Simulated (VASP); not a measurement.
# Ni (P6/mmm) in VASP: a series of runs, part 3 of 3

VASP 6.6.1. The steps go on from the part before.

## Step 5: Single point, BLYP, collinear spin, ferromagnetic start

This run uses another cell than the first one, of 11.69 Å³/atom, 0.966 times its volume.

INCAR reads:

```
SYSTEM = Ni
PREC = Accurate ; ENCUT = 520
EDIFF = 1E-6 ; ISMEAR = -1
SIGMA = 0.05 ; LREAL = .False.
LASPH = .True. ; NELM = 150
ALGO = Normal ; ISIF = 2
LWAVE = .False. ; LCHARG = .True.
ISPIN = 2 ; MAGMOM = 0.631 0.678 0.678
LORBIT = 11 ; LMAXMIX = 4
GGA = B5 ; ALDAX = 1.0
AGGAX = 1.0 ; AGGAC = 1.0
ALDAC = 0.0 ; LELF = .True.
LVHAR = .True. ; NBANDS = 26
```

KPOINTS reads:

```
Automatic mesh
0
Gamma
  10 10 14
  0 0 0
```

POSCAR reads:

```
Ni
1.0
    4.0571890610      0.0000000000      0.0000000000
   -2.0285945305      3.5136287948      0.0000000000
    0.0000000000      0.0000000000      2.4599623030
Ni
3
Direct
    0.0000000000      1.0000000000      0.0000000000
    0.3333333333      0.6666666667      0.5000000000
    0.6666666667      0.3333333333      0.5000000000
```

Potentials or basis: VASP PAW PBE potentials, release 64 (Ni).

Started as:

```console
cat potpaw_PBE.64/Ni/POTCAR > POTCAR
mpirun -np 1 vasp_std > vasp.out
```

OUTCAR:

```text
SYSTEM = Ni
   PREC = Accurate
   ENCUT = 520
   EDIFF = 1E-6
   ISMEAR = -1
   LREAL = .False.
   LASPH = .True.
   NELM = 150
   ISIF = 2
   ISPIN = 2
   LORBIT = 11
   GGA = B5

 ion  position               nearest neighbor table
   1  0.000  0.000  0.000-   2 2.65   3 2.65   2 2.65   3 2.65   3 2.65   3 2.65   2 2.65   2 2.65
                             3 2.65   3 2.65   2 2.65   2 2.65
   2  0.333  0.667  0.500-   3 2.34   3 2.34   3 2.34   1 2.65   1 2.65   1 2.65   1 2.65   1 2.65
                             1 2.65
   3  0.667  0.333  0.500-   2 2.34   2 2.34   2 2.34   1 2.65   1 2.65   1 2.65   1 2.65   1 2.65
                             1 2.65

  LATTYP: Found a hexagonal cell.
 ALAT       =     4.0571890610
 C/A-ratio  =     0.6063218317

  Lattice vectors:

 A1 = (   4.0571890610,   0.0000000000,   0.0000000000)
 A2 = (  -2.0285945305,   3.5136287948,   0.0000000000)
 A3 = (   0.0000000000,   0.0000000000,   2.4599623030)

Analysis of symmetry for initial positions (statically):
=====================================================================
 Subroutine PRICEL returns:
 Original cell was already a primitive cell.

 Routine SETGRP: Setting up the symmetry group for a
 hexagonal supercell.

 Subroutine GETGRP returns: Found 24 space group operations
 (whereof 24 operations were pure point group operations)
 out of a pool of 24 trial point group operations.

The static configuration has the point symmetry D_6h.

Analysis of symmetry for dynamics (positions and initial velocities):
=====================================================================
 Subroutine PRICEL returns:
 Original cell was already a primitive cell.

 Routine SETGRP: Setting up the symmetry group for a
 hexagonal supercell.

 Subroutine GETGRP returns: Found 24 space group operations
 (whereof 24 operations were pure point group operations)
 out of a pool of 24 trial point group operations.

The dynamic configuration has the point symmetry D_6h.

Analysis of structural, dynamic, and magnetic symmetry:
=====================================================================
 Subroutine PRICEL returns:
 Original cell was already a primitive cell.

 Routine SETGRP: Setting up the symmetry group for a
 hexagonal supercell.

 Subroutine GETGRP returns: Found 24 space group operations
 (whereof 24 operations were pure point group operations)
 out of a pool of 24 trial point group operations.

The overall configuration has the point symmetry D_6h.

 Subroutine INISYM returns: Found 24 space group operations
 (whereof 24 operations are pure point group operations),
 and found     1 'primitive' translations

----------------------------------------------------------------------------------------

                                     Primitive cell

  volume of cell :      35.0679

  direct lattice vectors                    reciprocal lattice vectors
     4.057189061  0.000000000  0.000000000     0.246476066  0.142303023  0.000000000
    -2.028594530  3.513628795  0.000000000     0.000000000  0.284606046  0.000000000
     0.000000000  0.000000000  2.459962303     0.000000000  0.000000000  0.406510294

  length of vectors
     4.057189061  4.057189061  2.459962303     0.284606046  0.284606046  0.406510294

  position of ions in fractional coordinates (direct lattice)
     0.000000000  0.000000000  0.000000000
     0.333333333  0.666666667  0.500000000
     0.666666667  0.333333333  0.500000000

  ion indices of the primitive-cell ions
[... 75 lines left out ...]
   NELM   =    150;   NELMIN=  2; NELMDL= -5     # of ELM steps
   EDIFF  = 0.1E-05   stopping-criterion for ELM
   LREAL  =      F    real-space projection
   EDIFFG = 0.1E-04   stopping-criterion for IOM
   NSW    =      0    number of steps for IOM
   IBRION =     -1    ionic relax: 0-MD 1-quasi-New 2-CG
   NFREE  =      0    steps in history (QN), initial steepest desc. (CG)
   ISIF   =      2    stress and relaxation
   ISYM   =      2    0-nonsym 1-usesym 2-fastsym
   POTIM  = 0.5000    time-step for ionic-motion
   TEBEG  =    0.0;   TEEND  =   0.0 temperature during run
   PSTRESS=    0.0 pullay stress
   NELECT =      30.0000    total number of electrons
   NUPDOWN=      -1.0000    fix difference up-down
   EMIN   =  10.00;   EMAX   =-10.00  energy-range for DOS
   EFERMI =   0.00;   METHOD = LEGACY
   ISMEAR =    -1;   SIGMA  =   0.05  broadening in eV -4-tet -1-fermi 0-gaus
   EFERMI_NEDOS =   21; number of points for ismear=-14 and -15
   IALGO  =     38    algorithm
   IMIX   =      4    mixing-type and parameters
     AMIX     =   0.40;   BMIX     =  1.00
     AMIX_MAG =   1.60;   BMIX_MAG =  1.00
  volume/ion in A,a.u.               =      11.69        78.88
  Fermi-wavevector in a.u.,A,eV,Ry     =   1.554099  2.936822 32.861120  2.415224
  Thomas-Fermi vector in A             =   2.658234
   LORBIT       =     11    0 simple, 1 ext, 2 COOP (PROOUT), +10 PAW based schemes
   GGA     = B5    functional components
   LHFCALC =     F    Hartree Fock is set to
   AEXX    =    0.0000 exact exchange contribution
   IVDW    =     0    specifies the selected vdW correction
   LEPSILON=     F    determine dielectric tensor
   LRPA    =     F    only Hartree local field effects (RPA)
 spin polarized calculation
  energy-cutoff  :      520.00
  volume of cell :       35.07
 maximum number of plane-waves:       960
   NGX = 15   NGY = 15   NGZ =  9

 number of electron      29.9999995 magnetization       1.7991883

 Free energy of the ion-electron system (eV)
  ---------------------------------------------------
  ext. energy  EPLUGINS =         0.00000000
  ---------------------------------------------------
  free energy    TOTEN  =       -13.53117828 eV

  energy without entropy =      -13.47718603  energy(sigma->0) =      -13.50418215

 E-fermi :   8.8277     XC(G=0): -12.2410

 val. band max:        8.8266729824   @ k =   0.1000   0.0000   0.2857
 cond. band min:       8.8281006433   @ k =   0.2000   0.0000   0.0000
 fundamental gap:      0.0014276609
 Fermi energy:         8.8277341933

 spin component 1

 k-point     1 :       0.0000    0.0000    0.0000
  band No.  band energies     occupation
      1       0.4757      1.00000
      2       4.9782      1.00000
      3       5.9992      1.00000
      4       5.9992      1.00000
      5       6.0076      1.00000
      6       6.0076      1.00000
[... 685 lines left out ...]
     25      27.2424      0.00000
     26      27.9329      0.00000

 [... further k-points ...]

 spin component 2

 k-point     1 :       0.0000    0.0000    0.0000
  band No.  band energies     occupation
      1       0.4701      1.00000
      2       5.4974      1.00000
      3       6.4778      1.00000
      4       6.4778      1.00000
      5       6.5243      1.00000
      6       6.5243      1.00000
[... 685 lines left out ...]
     25      27.3020      0.00000
     26      28.0172      0.00000

 [... further k-points ...]

------------------------ aborting loop because EDIFF is reached ----------------------------------------

  FORCE on cell =-STRESS in cart. coord.  units (eV):
  Direction    XX          YY          ZZ          XY          YZ          ZX
  --------------------------------------------------------------------------------------
  -------------------------------------------------------------------------------------
  Total        0.0148594      0.0148594     -0.0148821      0.0000000      0.0000000      0.0000000
  in kB        0.6788924      0.6788924     -0.6799295      0.0000000      0.0000000      0.0000000
  external PRESSURE =       0.2259517 kB  Pullay stress =       0.0000000 kB

 VOLUME and BASIS-vectors are now :
 -----------------------------------------------------------------------------
  energy-cutoff  :      520.00
  volume of cell :       35.07
      direct lattice vectors                 reciprocal lattice vectors
     4.057189061  0.000000000  0.000000000     0.246476066  0.142303023  0.000000000
    -2.028594530  3.513628795  0.000000000     0.000000000  0.284606046  0.000000000
     0.000000000  0.000000000  2.459962303     0.000000000  0.000000000  0.406510294

 POSITION                                       TOTAL-FORCE (eV/Angst)
 -----------------------------------------------------------------------------------
      0.00000      0.00000      0.00000        -0.000000     -0.000000      0.000000
     -0.00000      2.34242      1.22998         0.000000     -0.000000      0.000000
      2.02859      1.17121      1.22998        -0.000000      0.000000     -0.000000
 -----------------------------------------------------------------------------------
    total drift:                               -0.000000      0.000000      0.000000

  FREE ENERGIE OF THE ION-ELECTRON SYSTEM (eV)
  ---------------------------------------------------
  free  energy   TOTEN  =       -13.5311782756 eV

  energy  without entropy=      -13.4771860266  energy(sigma->0) =      -13.50418215

 total charge

# of ion       s       p       d       tot
------------------------------------------
    1        0.455   0.407   8.344   9.205
    2        0.488   0.433   8.363   9.284
    3        0.488   0.433   8.363   9.284
--------------------------------------------------
tot          1.430   1.273  25.070  27.773

 magnetization (x)

# of ion       s       p       d       tot
------------------------------------------
    1       -0.003  -0.021   0.591   0.567
    2       -0.007  -0.019   0.660   0.634
    3       -0.007  -0.019   0.660   0.634
--------------------------------------------------
tot         -0.016  -0.060   1.911   1.835
```

OSZICAR:

```text
N       E                     dE             d eps       ncg     rms          rms(c)
DAV:   1     0.178251529226E+03    0.17825E+03   -0.12842E+04 12128   0.159E+03
DAV:   2    -0.554219884004E+01   -0.18379E+03   -0.17068E+03 11680   0.286E+02
DAV:   3    -0.159123635509E+02   -0.10370E+02   -0.97895E+01 12660   0.869E+01
DAV:   4    -0.160810175637E+02   -0.16865E+00   -0.16845E+00 13638   0.106E+01
DAV:   5    -0.160869622242E+02   -0.59447E-02   -0.59440E-02 13892   0.178E+00    0.150E+01
DAV:   6    -0.148036764797E+02    0.12833E+01   -0.16761E+01 13146   0.680E+01    0.127E+01
DAV:   7    -0.158266677095E+02   -0.10230E+01   -0.16429E+01 13886   0.772E+01    0.225E+01
DAV:   8    -0.135490682448E+02    0.22776E+01   -0.79135E+00 14112   0.400E+01    0.287E+00
DAV:   9    -0.135364055826E+02    0.12663E-01   -0.27658E-01 13928   0.657E+00    0.142E+00
DAV:  10    -0.135329352685E+02    0.34703E-02   -0.28288E-02 13728   0.211E+00    0.641E-01
DAV:  11    -0.135314193674E+02    0.15159E-02   -0.24424E-03 17892   0.754E-01    0.316E-01
DAV:  12    -0.135311780922E+02    0.24128E-03   -0.11561E-03 16608   0.554E-01    0.816E-02
DAV:  13    -0.135311755215E+02    0.25707E-05   -0.15744E-04 15476   0.132E-01    0.486E-02
DAV:  14    -0.135311759536E+02   -0.43206E-06   -0.21276E-05 15306   0.110E-01    0.181E-02
DAV:  15    -0.135311787183E+02   -0.27647E-05   -0.64394E-06 13124   0.428E-02    0.871E-03
DAV:  16    -0.135311782756E+02    0.44265E-06   -0.79628E-07  6418   0.166E-02
   1 F= -.13531178E+02 E0= -.13504182E+02  d E =-.539922E-01  mag=     1.7996
```

stdout:

```text
POSCAR found type information on POSCAR Ni
 POSCAR found :  1 types and       3 ions
 scaLAPACK will be used
 -----------------------------------------------------------------------------
|                                                                             |
|                                                                             |
|     You enforced a specific xc type in the INCAR file but a different       |
|     I HOPE YOU KNOW WHAT YOU ARE DOING!                                     |
|                                                                             |
 -----------------------------------------------------------------------------

 LDA part: xc-table for (Slater(with rela. corr.)+VWN5), standard interpolation
 POSCAR, INCAR and KPOINTS ok, starting setup
 FFT: planning ... GRIDC
 FFT: planning ... GRID_SOFT
 FFT: planning ... GRID
 WAVECAR not read
 entering main loop
```

It took 3.5 min on 1 thread of Oxide Virtual Turin-like, shared host; peak memory 0.22 GiB.

Results:

* Free energy: -13.5312 eV
* Pressure: 0.0 GPa
* Net moment: 1.80 μB per cell
* Site moments: Ni +0.57, +0.63 μB
* Valence electrons inside the program's atomic spheres: Ni 9.21, 9.28

Caveat: the PAW data sets were made with another functional, which shifts forces and pressure a little.

## Step 6: Single point, BLYP, collinear spin, ferromagnetic start (volume scaled by 1.04)

INCAR reads:

```
SYSTEM = Ni
  PREC = Accurate
  ENCUT = 520
  EDIFF = 1E-7
  ISMEAR = -1
  SIGMA = 0.05
  LREAL = .FALSE.
  LASPH = .TRUE.
  NELM = 150
  ALGO = Normal
  ISIF = 2
  LWAVE = .FALSE.
  LCHARG = .FALSE.
  ISPIN = 2
  MAGMOM = 0.631 0.678 0.678
  LORBIT = 11
  LMAXMIX = 4
  GGA = B5
  ALDAX = 1.0
  AGGAX = 1.0
  AGGAC = 1.0
  ALDAC = 0.0
  NBANDS = 26
```

KPOINTS reads:

```
Automatic mesh
0
G
  10 10 14
  0 0 0
```

POSCAR reads:

```
Ni
1.0
    4.1105792503      0.0000000000      0.0000000000
   -2.0552896251      3.5598660550      0.0000000000
    0.0000000000      0.0000000000      2.4923339403
Ni
3
Direct
    0.0000000000      1.0000000000      0.0000000000
    0.3333333333      0.6666666667      0.5000000000
    0.6666666667      0.3333333333      0.5000000000
```

Potentials or basis: VASP PAW PBE potentials, release 64 (Ni).

Started as:

```console
cat potpaw_PBE.64/Ni/POTCAR > POTCAR
mpirun -np 1 vasp_std > vasp.out
```

It took 4 min on 1 thread of Oxide Virtual Turin-like, shared host; peak memory 0.23 GiB.

The run converged. Its results:

```
Free energy                                           : -13.5061 eV
Pressure                                              : -5.6 GPa
Net moment                                            : 1.83 μB per cell
Site moments                                          : Ni +0.58, +0.65 μB
Valence electrons inside the program's atomic spheres : Ni 9.15, 9.23
```

Stress tensor (GPa, compression positive):
```
-5.67  0.00  0.00
 0.00 -5.67  0.00
 0.00  0.00 -5.50
```

Levels at points of the mesh, in eV from the Fermi level:
Spin up:
```
           k point  band 14  band 15  band 16  band 17  band 18  band 19
(0.00, 0.00, 0.00)    -1.36    -0.44    -0.44     5.80     5.80     5.84
(0.50, 0.00, 0.00)    -0.69    -0.66    -0.64    -0.48     0.50     5.53
(0.00, 0.00, 0.50)    -0.69    -0.17     0.87     1.46     9.25     9.59
(0.50, 0.00, 0.50)    -0.50    -0.36     1.74     1.88     4.72     4.87
```
Spin down:
| k point | band 12 | band 13 | band 14 | band 15 | band 16 | band 17 |
| --- | --- | --- | --- | --- | --- | --- |
| (0.00, 0.00, 0.00) | -0.79 | -0.72 | -0.72 | 0.21 | 0.21 | 6.04 |
| (0.50, 0.00, 0.00) | -0.22 | -0.06 | -0.05 | -0.02 | 0.10 | 0.27 |
| (0.00, 0.00, 0.50) | -0.11 | 0.07 | 0.07 | 0.68 | 1.32 | 2.03 |
| (0.50, 0.00, 0.50) | -0.21 | -0.05 | 0.12 | 0.46 | 2.02 | 2.09 |

Caveat: the cell differs from its parent crystal (volume scaled by 1.04); the PAW data sets were made with another functional, which shifts forces and pressure a little.

## Step 7: The runs side by side

```csv
task,spin,cell,k mesh,cutoff (eV),smearing,gap on the mesh (eV),pressure (GPa),moment (μB)
single point,off,"a = 4.115, b = 4.115, c = 2.476 Å, angles 90.0, 90.0, 120.0°, 3 atoms",10 × 10 × 14,520,fermi-dirac 0.1 eV,none,-5.6,-
single point,off,"a = 4.061, b = 4.061, c = 2.443 Å, angles 90.0, 90.0, 120.0°, 3 atoms",12 × 12 × 17,520,fermi-dirac 0.1 eV,none,0.2,-
relaxation of cell and atoms,off,"relaxed from a = 3.954, b = 3.954, c = 2.424 Å, angles 90.0, 90.0, 120.0°, 3 atoms",9 × 9 × 13,600,fermi-dirac 0.1 eV,none,0.1,-
single point,"collinear, ferromagnetic start","a = 4.057, b = 4.057, c = 2.460 Å, angles 90.0, 90.0, 120.0°, 3 atoms",10 × 10 × 14,520,fermi-dirac 0.05 eV,none,0.0,1.80
single point,"collinear, ferromagnetic start","a = 4.111, b = 4.111, c = 2.492 Å, angles 90.0, 90.0, 120.0°, 3 atoms",10 × 10 × 14,520,fermi-dirac 0.05 eV,none,-5.6,1.83
```

Alike in all rows: level BLYP; potentials or basis VASP PAW PBE potentials, release 64 (Ni).

Caveats: the PAW data sets were made with another functional, which shifts forces and pressure a little.

Total energies depend on the potentials used, so only differences within one code and one set of settings carry meaning.
